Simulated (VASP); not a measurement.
# InPd (R-3m) in VASP: single point with r2SCAN

Aim: the single point of InPd with r2SCAN.

Program: VASP 6.6.1. These are calculated values, not measurements. Logs are shortened: lines on timing, memory, paths and dates and some standing lists are left out, and cuts for length are marked.

**1. The cell of the first run**

The structure is trigonal, space group R-3m (No. 166). The conventional cell has a = 5.830 Å, b = 5.830 Å, c = 3.570 Å, α = 90.00°, β = 90.00°, γ = 120.00°. Within 2.4 Å of In (site symmetry -3m) lie 2 Pd at 1.79 Å. Within 2.4 Å of Pd (site symmetry -3m) lie 2 In at 1.79 Å.

**2. Single point, r2SCAN**

File POSCAR:

```
InPd
1.0
    3.4352637560     -0.6870527512     -0.6870527512
   -0.6870527512      3.4352637560     -0.6870527512
   -0.6870527512     -0.6870527512      3.4352637560
In Pd
1 1
Direct
    0.0000000000      0.0000000000      0.0000000000
    0.5000000000      0.5000000000      0.5000000000
```

File INCAR.step1:

```
PREC = Accurate
ENCUT = 590
ISMEAR = 0
SIGMA = 0.15
LREAL = False
LASPH = True
NELM = 120
NBANDS = 22
GGA = PE
ALGO = Normal
EDIFF = 1E-5
LWAVE = True
LCHARG = False
GGA_COMPAT = False
```

File INCAR.step2:

```
PREC = Accurate
ENCUT = 590
EDIFF = 1E-6
ISMEAR = 0
SIGMA = 0.15
LREAL = False
LASPH = True
NELM = 120
ALGO = Normal
ISIF = 2
LWAVE = False
LCHARG = False
METAGGA = R2SCAN
LMIXTAU = True
NBANDS = 22
ISTART = 1
GGA_COMPAT = False
```

File KPOINTS:

```
Automatic mesh
0
Gamma
  16 16 16
```

Potentials or basis: VASP PAW PBE potentials, release 64 (In_d, Pd_sv_GW).

Run with:

```console
cat potpaw_PBE.64/In_d/POTCAR potpaw_PBE.64/Pd_sv_GW/POTCAR > POTCAR
cp INCAR.step1 INCAR
mpirun -np 1 vasp_std > vasp.out
cp INCAR.step2 INCAR
mpirun -np 1 vasp_std > vasp.out
```

OUTCAR:

```text
PREC = Accurate
   ENCUT = 590
   EDIFF = 1E-6
   ISMEAR = 0
   LREAL = False
   LASPH = True
   NELM = 120
   ISIF = 2
   METAGGA = R2SCAN
   ISTART = 1

 ion  position               nearest neighbor table
   1  0.000  0.000  0.000-   2 1.79   2 1.79
   2  0.500  0.500  0.500-   1 1.79   1 1.79

  LATTYP: Found a body centered cubic cell.
 ALAT       =     4.1223165072

  Lattice vectors:

 A1 = (   3.4352637560,  -0.6870527512,  -0.6870527512)
 A2 = (  -0.6870527512,   3.4352637560,  -0.6870527512)
 A3 = (  -0.6870527512,  -0.6870527512,   3.4352637560)

Analysis of symmetry for initial positions (statically):
=====================================================================
 Subroutine PRICEL returns:
 Original cell was already a primitive cell.

 Routine SETGRP: Setting up the symmetry group for a
 body centered cubic supercell.

 Subroutine GETGRP returns: Found 12 space group operations
 (whereof 12 operations were pure point group operations)
 out of a pool of 48 trial point group operations.

The static configuration has the point symmetry D_3d.

Analysis of symmetry for dynamics (positions and initial velocities):
=====================================================================
 Subroutine PRICEL returns:
 Original cell was already a primitive cell.

 Routine SETGRP: Setting up the symmetry group for a
 body centered cubic supercell.

 Subroutine GETGRP returns: Found 12 space group operations
 (whereof 12 operations were pure point group operations)
 out of a pool of 48 trial point group operations.

The dynamic configuration has the point symmetry D_3d.

 Subroutine INISYM returns: Found 12 space group operations
 (whereof 12 operations are pure point group operations),
 and found     1 'primitive' translations

----------------------------------------------------------------------------------------

                                     Primitive cell

  volume of cell :      35.0263

  direct lattice vectors                    reciprocal lattice vectors
     3.435263756 -0.687052751 -0.687052751     0.323442737  0.080860684  0.080860684
    -0.687052751  3.435263756 -0.687052751     0.080860684  0.323442737  0.080860684
    -0.687052751 -0.687052751  3.435263756     0.080860684  0.080860684  0.323442737

  length of vectors
     3.570030818  3.570030818  3.570030818     0.343062829  0.343062829  0.343062829

  position of ions in fractional coordinates (direct lattice)
     0.000000000  0.000000000  0.000000000
     0.500000000  0.500000000  0.500000000

  ion indices of the primitive-cell ions
   primitive index   ion index
                 1           1
                 2           2

----------------------------------------------------------------------------------------

 KPOINTS: Automatic mesh

Automatic generation of k-mesh.
 Grid dimensions read from file:
 generate k-points for:   16   16   16

 Generating k-lattice:

  Cartesian coordinates                     Fractional coordinates (reciprocal lattice)
     0.020215171  0.005053793  0.005053793     0.062500000  0.000000000  0.000000000
     0.005053793  0.020215171  0.005053793     0.000000000  0.062500000  0.000000000
     0.005053793  0.005053793  0.020215171     0.000000000  0.000000000  0.062500000

  Length of vectors
     0.021441427  0.021441427  0.021441427

  Shift w.r.t. Gamma in fractional coordinates (k-lattice)
     0.000000000  0.000000000  0.000000000

 Subroutine IBZKPT returns following result:
 ===========================================

 Found    417 irreducible k-points:

 Following reciprocal coordinates:
            Coordinates               Weight
  0.000000  0.000000  0.000000      1.000000
  0.062500 -0.000000  0.000000      6.000000
  0.062500  0.000000 -0.062500      6.000000
  0.125000 -0.000000  0.000000      6.000000
  0.125000  0.000000 -0.125000      6.000000
  0.187500  0.000000  0.000000      6.000000
[... 16 lines left out ...]
  0.187500 -0.062500  0.000000     12.000000
  0.187500 -0.125000 -0.062500     12.000000
 [... further k-points ...]
   k-points           NKPTS =    417   k-points in BZ     NKDIM =    417   number of bands    NBANDS=     22
   number of dos      NEDOS =    301   number of ions     NIONS =      2
   total plane-waves  NPLWV =  21952
   dimension x,y,z NGX =    28 NGY =   28 NGZ =   28
   dimension x,y,z NGXF=    56 NGYF=   56 NGZF=   56
   ions per type =               1   1
   NGX,Y,Z   is equivalent  to a cutoff of  13.04, 13.04, 13.04 a.u.
   NGXF,Y,Z  is equivalent  to a cutoff of  26.08, 26.08, 26.08 a.u.
 SYSTEM =  unknown system
   PREC   = accura    normal or accurate (medium, high low for compatibility)
   ISTART =      1    job   : 0-new  1-cont  2-samecut
   ICHARG =      0    charge: 1-file 2-atom 10-const
   ISPIN  =      1    spin polarized calculation?
   LNONCOLLINEAR =      F non collinear calculations
   LSORBIT =      F    spin-orbit coupling
   LASPH  =      T    aspherical Exc in radial PAW
   ENCUT  =  590.0 eV  43.36 Ry    6.59 a.u.   7.07  7.07  7.07*2*pi/ulx,y,z
   NELM   =    120;   NELMIN=  2; NELMDL=  0     # of ELM steps
   EDIFF  = 0.1E-05   stopping-criterion for ELM
   LREAL  =      F    real-space projection
   EDIFFG = 0.1E-04   stopping-criterion for IOM
   NSW    =      0    number of steps for IOM
   IBRION =     -1    ionic relax: 0-MD 1-quasi-New 2-CG
   NFREE  =      0    steps in history (QN), initial steepest desc. (CG)
   ISIF   =      2    stress and relaxation
   ISYM   =      2    0-nonsym 1-usesym 2-fastsym
   POTIM  = 0.5000    time-step for ionic-motion
   TEBEG  =    0.0;   TEEND  =   0.0 temperature during run
   PSTRESS=    0.0 pullay stress
   NELECT =      31.0000    total number of electrons
   NUPDOWN=      -1.0000    fix difference up-down
   EMIN   =  10.00;   EMAX   =-10.00  energy-range for DOS
   EFERMI =   0.00;   METHOD = LEGACY
   ISMEAR =     0;   SIGMA  =   0.15  broadening in eV -4-tet -1-fermi 0-gaus
   EFERMI_NEDOS =   21; number of points for ismear=-14 and -15
   IALGO  =     38    algorithm
   IMIX   =      4    mixing-type and parameters
     AMIX     =   0.40;   BMIX     =  1.00
     AMIX_MAG =   1.60;   BMIX_MAG =  1.00
  volume/ion in A,a.u.               =      17.51       118.18
  Fermi-wavevector in a.u.,A,eV,Ry     =   1.571800  2.970272 33.613962  2.470556
  Thomas-Fermi vector in A             =   2.673330
   LORBIT       =      0    0 simple, 1 ext, 2 COOP (PROOUT), +10 PAW based schemes
   METAGGA = R2SCAN    functional components
   LHFCALC =     F    Hartree Fock is set to
   AEXX    =    0.0000 exact exchange contribution
   IVDW    =     0    specifies the selected vdW correction
   LEPSILON=     F    determine dielectric tensor
   LRPA    =     F    only Hartree local field effects (RPA)
 non-spin polarized calculation
 Gauss-broadening in eV      SIGMA  =   0.15
  energy-cutoff  :      590.00
  volume of cell :       35.03
 maximum number of plane-waves:      1157
   NGX = 15   NGY = 15   NGZ = 15

 number of electron      30.9999980 magnetization

 Free energy of the ion-electron system (eV)
  ---------------------------------------------------
  ext. energy  EPLUGINS =         0.00000000
  ---------------------------------------------------
  free energy    TOTEN  =       -26.02509301 eV

  energy without entropy =      -26.01812145  energy(sigma->0) =      -26.02160723

 E-fermi :  10.2133     XC(G=0): -12.7466

 val. band max:       10.2125141684   @ k =   0.4375  -0.0625  -0.3125
 cond. band min:      10.2174175058   @ k =  -0.3750  -0.1250  -0.2500
 fundamental gap:      0.0049033374
 Fermi energy:        10.2132720175

 k-point     1 :       0.0000    0.0000    0.0000
  band No.  band energies     occupation
      1     -78.3391      2.00000
      2     -44.6515      2.00000
      3     -42.7574      2.00000
      4     -42.7574      2.00000
      5      -9.8593      2.00000
      6      -8.2312      2.00000
[... 14 lines left out ...]
     21      20.8755      0.00000
     22      23.0953      0.00000

 k-point     2 :       0.0625   -0.0000    0.0000
  band No.  band energies     occupation
      1     -78.3339      2.00000
      2     -44.6807      2.00000
      3     -42.7588      2.00000
      4     -42.7584      2.00000
      5      -9.7438      2.00000
      6      -8.1906      2.00000
[... 14 lines left out ...]
     21      20.5802      0.00000
     22      23.5623      0.00000

 k-point     3 :       0.0625    0.0000   -0.0625
  band No.  band energies     occupation
      1     -78.3391      2.00000
      2     -44.6513      2.00000
      3     -42.7575      2.00000
      4     -42.7573      2.00000
      5      -9.8582      2.00000
      6      -8.2302      2.00000
[... 14 lines left out ...]
     21      20.7797      0.00000
     22      23.3881      0.00000

 k-point     4 :       0.1250   -0.0000    0.0000
  band No.  band energies     occupation
      1     -78.3191      2.00000
      2     -44.7646      2.00000
      3     -42.7635      2.00000
      4     -42.7621      2.00000
      5      -9.4085      2.00000
      6      -8.0723      2.00000
[... 14 lines left out ...]
     21      20.6145      0.00000
     22      24.2070      0.00000

 k-point     5 :       0.1250    0.0000   -0.1250
  band No.  band energies     occupation
      1     -78.3390      2.00000
      2     -44.6515      2.00000
      3     -42.7593      2.00000
      4     -42.7577      2.00000
      5      -9.8551      2.00000
      6      -8.2276      2.00000
[... 14 lines left out ...]
     21      20.6787      0.00000
     22      23.8502      0.00000

 k-point     6 :       0.1875    0.0000    0.0000
  band No.  band energies     occupation
      1     -78.2968      2.00000
      2     -44.8890      2.00000
      3     -42.7705      2.00000
      4     -42.7676      2.00000
      5      -8.8858      2.00000
      6      -7.8876      2.00000
[... 14 lines left out ...]
     21      20.9595      0.00000
     22      24.7770      0.00000

 k-point     7 :       0.1875    0.0000   -0.1875
  band No.  band energies     occupation
      1     -78.3388      2.00000
      2     -44.6517      2.00000
      3     -42.7619      2.00000
      4     -42.7583      2.00000
      5      -9.8506      2.00000
      6      -8.2236      2.00000
[... 324 lines left out ...]
      6      -8.2283      2.00000
[... 14 lines left out ...]
     21      20.9119      0.00000
     22      23.7630      0.00000

 k-point    21 :       0.1250    0.0625    0.0000
  band No.  band energies     occupation
      1     -78.2969      2.00000
      2     -44.8889      2.00000
      3     -42.7691      2.00000
      4     -42.7679      2.00000
      5      -8.8888      2.00000
      6      -7.8936      2.00000
[... 14 lines left out ...]
     21      20.6233      0.00000
     22      24.6267      0.00000

 k-point    22 :       0.1875    0.0000   -0.1250
  band No.  band energies     occupation
      1     -78.3337      2.00000
      2     -44.6811      2.00000
      3     -42.7621      2.00000
      4     -42.7592      2.00000
      5      -9.7376      2.00000
      6      -8.1850      2.00000
[... 14 lines left out ...]
     21      21.1433      0.00000
     22      24.2544      0.00000

 k-point    23 :       0.1875   -0.0625    0.0000
  band No.  band energies     occupation
      1     -78.3190      2.00000
      2     -44.7648      2.00000
      3     -42.7652      2.00000
      4     -42.7623      2.00000
      5      -9.4049      2.00000
      6      -8.0683      2.00000
[... 14 lines left out ...]
     21      21.0555      0.00000
     22      24.6926      0.00000

 k-point    24 :       0.1875   -0.1250   -0.0625
  band No.  band energies     occupation
      1     -78.3389      2.00000
      2     -44.6516      2.00000
      3     -42.7609      2.00000
      4     -42.7581      2.00000
      5      -9.8523      2.00000
      6      -8.2247      2.00000
[... 14 lines left out ...]
     21      21.0517      0.00000
     22      24.1851      0.00000

 [... further k-points ...]
[... 5 lines left out ...]
  --------------------------------------------------------------------------------------
  -------------------------------------------------------------------------------------
  Total       46.2693035     46.2693035     46.2693035     46.2889884     46.2889884     46.2889884
  in kB     2116.4574414   2116.4574414   2116.4574414   2117.3578719   2117.3578719   2117.3578719
  external PRESSURE =    2116.4574414 kB  Pullay stress =       0.0000000 kB

 VOLUME and BASIS-vectors are now :
 -----------------------------------------------------------------------------
  energy-cutoff  :      590.00
  volume of cell :       35.03
      direct lattice vectors                 reciprocal lattice vectors
     3.435263756 -0.687052751 -0.687052751     0.323442737  0.080860684  0.080860684
    -0.687052751  3.435263756 -0.687052751     0.080860684  0.323442737  0.080860684
    -0.687052751 -0.687052751  3.435263756     0.080860684  0.080860684  0.323442737

 POSITION                                       TOTAL-FORCE (eV/Angst)
 -----------------------------------------------------------------------------------
      0.00000      0.00000      0.00000        -0.000000     -0.000000      0.000000
      1.03058      1.03058      1.03058         0.000000      0.000000     -0.000000
 -----------------------------------------------------------------------------------
    total drift:                               -0.000000      0.000000      0.000000

  FREE ENERGIE OF THE ION-ELECTRON SYSTEM (eV)
  ---------------------------------------------------
  free  energy   TOTEN  =       -26.0250930077 eV

  energy  without entropy=      -26.0181214452  energy(sigma->0) =      -26.02160723
```

Run time: 9.6 min. Hardware: 1 thread of Intel Xeon 6975P-C (Granite Rapids), shared host; peak memory 0.57 GiB.

What came out:

```
Free energy            : -26.0251 eV
Pressure               : 211.6 GPa
Band gap on the k mesh : zero (an odd number of electrons rules out a gap without spin polarisation)
```

Caveat: atoms lie so close that the PAW spheres overlap strongly, which falsifies energies and pressures; the cell stands under pressure; the PAW data sets were made with another functional, which shifts forces and pressure a little; spin-orbit coupling is left out, which moves the levels of the heavy elements.
